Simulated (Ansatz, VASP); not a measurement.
Be in VASP and in Ansatz

```
Be
1.0
     2.62218    0.00000    0.00000
     0.00000    2.62218    0.00000
     0.00000    0.00000    2.62218
Be
1
Direct
  0.00000 0.00000 0.00000
```

Alike in both runs: task single point; functional PBEsol; k mesh 16 × 16 × 16; occupations gaussian, width 0.1 eV; no spin polarisation.

|  | VASP | Ansatz |
| --- | --- | --- |
| version | VASP 6.6.1 | Ansatz 0.2.0 |
| potentials or method | VASP PAW PBE potentials, release 64 (Be), cutoff 520 eV | scalar-relativistic, plane waves, PAW |
| valence electrons in the cell | 2 | 2 |

|  | VASP | Ansatz | Ansatz less VASP |
| --- | --- | --- | --- |
| gap on the k mesh at the Fermi level (eV) | none | none | - |
| pressure (GPa) | -16.3 | -16.3 | -0.03 |

VASP's potentials were made for PBE, not for PBEsol. A gap of «none» marks a metal or a gap that the smearing closes.
